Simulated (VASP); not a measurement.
# Au (P6_3/mmc) in VASP: notebook, part 2 of 2

VASP 6.6.1.

**5. Relaxation of cell and atoms, PBEsol, target pressure 170 GPa, at which the enthalpy is minimised**

This run uses another cell than the first one: it holds 2 atoms, not 4.

INCAR reads:

```
PREC = Accurate ; ENCUT = 500
EDIFF = 1E-7 ; ISMEAR = -1
SIGMA = 0.08 ; LREAL = F
LASPH = T ; NELM = 120
ALGO = Normal ; ISIF = 3
LWAVE = F ; LCHARG = F
GGA = PS ; IBRION = 2
NSW = 32 ; EDIFFG = -0.005
PSTRESS = 1700.0 ; GGA_COMPAT = F
NELMIN = 4
```

KPOINTS reads:

```
regular mesh
0
Gamma
  17 17 9
```

POSCAR reads:

```
Au
1.0
    2.5522343260      0.0000000000      0.0000000000
   -1.2761171630      2.2102997627      0.0000000000
    0.0000000000      0.0000000000      4.2167334536
Au
2
Direct
    0.3333333333      0.6666666667      0.2500000000
    0.6666666667      0.3333333333      0.7500000000
```

Run with:

```console
$ cat potpaw_PBE.64/Au/POTCAR > POTCAR
$ mpirun -np 1 vasp_std > vasp.out
```

It took 41 s on 1 thread of Intel Xeon 6975P-C (Granite Rapids), shared host; peak memory 0.18 GiB.

It converged, with:

```yaml
Free_energy: -4.1537 eV
Relaxed_volume: 11.90 Å³/atom
Relaxed_cell: a = 2.553 Å, b = 2.553 Å, c = 4.218 Å, α = 90.00°, β = 90.00°, γ = 120.00°
Space_group_after_relaxing_to_0.1_Å: P6_3/mmc (No. 194)
Energy_change_on_relaxing_the_run_minimises_the_enthalpy: -8.8 meV/atom
Ionic_steps: 3
Pressure_after_relaxing: 170.0 GPa
Band_gap_on_the_k_mesh: zero (bands 11 and 12 overlap by 8.26 eV)
```

The path:
```csv
step,energy change (eV),largest force (eV/Å),pressure (GPa),volume (Å³)
1,0.0000,0.0000,170.66,23.79
2,-0.1760,0.0000,164.09,23.96
3,-0.0176,0.0000,170.00,23.80
```

Final structure:
```xyz
2
Lattice="2.5528 0.0000 0.0000 -1.2764 2.2108 0.0000 0.0000 0.0000 4.2178" Properties=species:S:1:pos:R:3 pbc="T T T"
Au    0.0000    1.4739    1.0544
Au    1.2764    0.7369    3.1633
```

Levels at points of the mesh, in eV from the Fermi level:
| k point | band 9 | band 10 | band 11 | band 12 | band 13 | band 14 |
| --- | --- | --- | --- | --- | --- | --- |
| (0.00, 0.00, 0.00) | -5.52 | -3.16 | -2.84 | -2.84 | 5.09 | 13.26 |

Caveat: the cell is relaxed towards a set pressure, so the run minimises the enthalpy, not the energy; the PAW data sets were made with another functional, which shifts forces and pressure a little; spin-orbit coupling is left out, which moves the levels of the heavy elements.

**6. Relaxation of cell and atoms, PBEsol, target pressure 170 GPa, at which the enthalpy is minimised**

INCAR reads:

```
SYSTEM = Au
PREC     = Accurate       ! precision mode
ENCUT    = 500            ! plane-wave cutoff, eV
EDIFF    = 1E-7           ! SCF threshold, eV
ISMEAR   = -1             ! smearing method
SIGMA    = 0.08           ! smearing width, eV
LREAL    = .FALSE.        ! projectors in reciprocal space
LASPH    = .TRUE.         ! aspherical terms in the spheres
NELM     = 120            ! most SCF steps
ALGO     = Normal         ! electronic algorithm
ISIF     = 3              ! what is computed and relaxed
LWAVE    = .FALSE.        ! write WAVECAR
LCHARG   = .FALSE.        ! write CHGCAR
GGA      = PS             ! functional
IBRION   = 2              ! ionic algorithm
NSW      = 60             ! ionic steps
EDIFFG   = -0.005         ! ionic threshold
PSTRESS  = 1700.0       
GGA_COMPAT= .FALSE.      
NELMIN   = 4
```

KPOINTS reads:

```
regular mesh
0
G
  14 14 4
  0 0 0
```

POSCAR reads:

```
Au
1.0
    2.5647685163      0.0000000000      0.0000000000
   -1.2823842582      2.2211546900      0.0000000000
    0.0000000000      0.0000000000      8.3354976780
Au
4
Direct
    0.0000000000      0.0000000000      0.0000000000
    0.0000000000      0.0000000000      0.5000000000
    0.3333333333      0.6666666667      0.2500000000
    0.6666666667      0.3333333333      0.7500000000
```

Potentials or basis: VASP PAW PBE potentials, release 64 (Au).

Run with:

```console
$ cat potpaw_PBE.64/Au/POTCAR > POTCAR
$ mpirun -np 1 vasp_std > vasp.out
```

OUTCAR:

```text
SYSTEM = Au
   PREC = Accurate
   ENCUT = 500
   EDIFF = 1E-7
   ISMEAR = -1
   LREAL = .FALSE.
   LASPH = .TRUE.
   NELM = 120
   ISIF = 3
   GGA = PS
   IBRION = 2
   NSW = 60
   EDIFFG = -0.005
   PSTRESS = 1700.0
   NELMIN = 4

 ion  position               nearest neighbor table
   1  0.000  0.000  0.000-   3 2.56   4 2.56   4 2.56   3 2.56   4 2.56   3 2.56
   2  0.000  0.000  0.500-   3 2.56   4 2.56   4 2.56   3 2.56   4 2.56   3 2.56
   3  0.333  0.667  0.250-   1 2.56   2 2.56   1 2.56   2 2.56   1 2.56   2 2.56
   4  0.667  0.333  0.750-   1 2.56   2 2.56   1 2.56   2 2.56   1 2.56   2 2.56

  LATTYP: Found a hexagonal cell.
 ALAT       =     2.5647685163
 C/A-ratio  =     3.2500000000

  Lattice vectors:

 A1 = (   2.5647685163,   0.0000000000,   0.0000000000)
 A2 = (  -1.2823842582,   2.2211546900,   0.0000000000)
 A3 = (   0.0000000000,   0.0000000000,   8.3354976780)

Analysis of symmetry for initial positions (statically):
=====================================================================
 Subroutine PRICEL returns:
 Original cell was already a primitive cell.

 Routine SETGRP: Setting up the symmetry group for a
 hexagonal supercell.

[... 178 lines left out ...]
  Direction    XX          YY          ZZ          XY          YZ          ZX
  --------------------------------------------------------------------------------------
  -------------------------------------------------------------------------------------
  Total       50.1974243     50.1974243     53.0160778     -0.0000000      0.0000000      0.0000000
  in kB     1693.6883552   1693.6883553   1788.7912563     -0.0000000      0.0000000      0.0000000
  external PRESSURE =      25.3893222 kB  Pullay stress =    1700.0000000 kB
[... 307 lines left out ...]
--------------------------------------- Ionic step        9  -------------------------------------------

 number of electron      44.0000004 magnetization

 Free energy of the ion-electron system (eV)
  ---------------------------------------------------
  ext. energy  EPLUGINS =         0.00000000
  ---------------------------------------------------
  free energy    TOTEN  =        -8.29596847 eV

  energy without entropy =       -8.27271637  energy(sigma->0) =       -8.28434242

 E-fermi :  16.8945     XC(G=0): -15.0975

 val. band max:       16.8133564953   @ k =   0.3571   0.1429   0.2500
 cond. band min:      16.9096153819   @ k =   0.5000  -0.0000   0.5000
 fundamental gap:      0.0962588865
 Fermi energy:        16.8945348693

 k-point     1 :       0.0000    0.0000    0.0000
  band No.  band energies     occupation
      1       2.2082      2.00000
      2       4.5126      2.00000
      3       4.5263      2.00000
      4       5.0813      2.00000
      5       9.0129      2.00000
      6       9.0407      2.00000
[... 685 lines left out ...]
     25      22.6285      0.00000
     26      23.0848      0.00000

 [... further k-points ...]

------------------------ aborting loop because EDIFF is reached ----------------------------------------

  FORCE on cell =-STRESS in cart. coord.  units (eV):
  Direction    XX          YY          ZZ          XY          YZ          ZX
  --------------------------------------------------------------------------------------
  -------------------------------------------------------------------------------------
  Total       50.5256172     50.5256172     50.5080144     -0.0000000      0.0000000      0.0000000
  in kB     1700.6023778   1700.6023780   1700.0098992     -0.0000001      0.0000000      0.0000000
  external PRESSURE =       0.4048850 kB  Pullay stress =    1700.0000000 kB
[... 23 lines left out ...]
  energy  without entropy=       -8.2727163703  energy(sigma->0) =       -8.28434242

  enthalpy is  TOTEN    =        42.2117518266 eV   P V=       50.5077202935

 reached required accuracy - stopping structural energy minimisation
```

CONTCAR:

```text
Au
   1.00000000000000
     2.5522561472543477   -0.0000000000316600   -0.0000000000000000
    -1.2761280737043481    2.2103186606237437    0.0000000000000000
    -0.0000000000000000    0.0000000000000000    8.4380147264603202
  Au
     4
Direct
     0.0000000000000000    0.0000000000000000    0.0000000000000000
     0.0000000000000000    0.0000000000000000    0.5000000000000000
     0.3333333332999970    0.6666666667000030    0.2500000000000000
     0.6666666667000030    0.3333333332999970    0.7500000000000000

  0.00000000E+00  0.00000000E+00  0.00000000E+00
  0.00000000E+00  0.00000000E+00  0.00000000E+00
  0.00000000E+00  0.00000000E+00  0.00000000E+00
  0.00000000E+00  0.00000000E+00  0.00000000E+00
```

It took 2.8 min on 1 thread of Intel Xeon 6975P-C (Granite Rapids), shared host; peak memory 0.21 GiB.

Results:

| Item | Value |
| --- | --- |
| Free energy | -8.2960 eV |
| Relaxed volume | 11.90 Å³/atom |
| Relaxed cell | a = 2.552 Å, b = 2.552 Å, c = 8.438 Å, α = 90.00°, β = 90.00°, γ = 120.00° |
| Space group after relaxing (to 0.1 Å) | P6_3/mmc (No. 194) |
| Energy change on relaxing (the run minimises the enthalpy) | -35.2 meV/atom |
| Ionic steps | 9 |
| Pressure after relaxing | 170.0 GPa |
| Band gap on the k mesh | zero (bands 22 and 23 overlap by 6.58 eV) |

The path:
```csv
step,energy change (eV),largest force (eV/Å),pressure (GPa),volume (Å³)
1,0.0000,0.0000,172.54,47.49
2,-1.2856,0.0000,148.45,48.77
3,-0.3662,0.0000,165.80,47.82
4,0.2313,0.0000,176.85,47.27
5,-0.1727,0.0000,169.43,47.63
6,-0.1687,0.0000,169.52,47.63
7,-0.0753,0.0000,171.26,47.54
8,-0.1401,0.0000,170.07,47.60
9,-0.1406,0.0000,170.04,47.60
```

Final structure:
```
Au
1.0
     2.55226    0.00000    0.00000
    -1.27613    2.21032    0.00000
     0.00000    0.00000    8.43801
Au
4
Direct
  0.00000 0.00000 0.00000
  0.00000 0.00000 0.50000
  0.33333 0.66667 0.25000
  0.66667 0.33333 0.75000
```

Levels at points of the mesh, in eV from the Fermi level:
| k point | band 20 | band 21 | band 22 | band 23 | band 24 | band 25 |
| --- | --- | --- | --- | --- | --- | --- |
| (0.00, 0.00, 0.00) | -3.73 | -3.73 | -3.26 | -2.64 | -2.64 | 5.05 |
| (0.50, 0.00, 0.00) | -1.97 | -1.97 | -1.33 | 1.52 | 1.90 | 5.83 |
| (0.00, 0.00, 0.50) | -4.80 | -3.13 | -3.13 | -3.13 | -3.13 | 8.28 |
| (0.50, 0.00, 0.50) | -2.00 | 0.02 | 0.02 | 1.29 | 1.29 | 5.92 |

Caveat: the cell is relaxed towards a set pressure, so the run minimises the enthalpy, not the energy; the PAW data sets were made with another functional, which shifts forces and pressure a little; spin-orbit coupling is left out, which moves the levels of the heavy elements.

**7. The runs side by side**

| task | cell | k mesh | gap on the mesh (eV) | pressure (GPa) |
| --- | --- | --- | --- | --- |
| single point | a = 2.552, b = 2.552, c = 8.434 Å, angles 90.0, 90.0, 120.0°, 4 atoms, atomic positions A | 14 × 14 × 4 | none | 170.6 |
| relaxation of cell and atoms | relaxed to 170 GPa from a = 2.567, b = 2.567, c = 4.159 Å, angles 90.0, 90.0, 120.0°, 2 atoms, atomic positions B | 17 × 17 × 9 | none | 170.0 |
| relaxation of cell and atoms | relaxed to 170 GPa from a = 2.552, b = 2.552, c = 4.217 Å, angles 90.0, 90.0, 120.0°, 2 atoms, atomic positions B | 17 × 17 × 9 | none | 170.0 |
| relaxation of cell and atoms | relaxed to 170 GPa from a = 2.565, b = 2.565, c = 8.335 Å, angles 90.0, 90.0, 120.0°, 4 atoms, atomic positions A | 14 × 14 × 4 | none | 170.0 |

Alike in all rows: level PBEsol; potentials or basis VASP PAW PBE potentials, release 64 (Au); no spin polarisation; cutoff (eV) 500; smearing fermi-dirac 0.08 eV.

Caveats: the PAW data sets were made with another functional, which shifts forces and pressure a little; spin-orbit coupling is left out, which moves the levels of the heavy elements; the cell is relaxed towards a set pressure, so the run minimises the enthalpy, not the energy (at least some runs); the cell stands under pressure (at least some runs).

Absolute energies hang on the potentials; compare differences alone.

The gap in the log of VASP goes by the Fermi energy; the results here count the filled bands.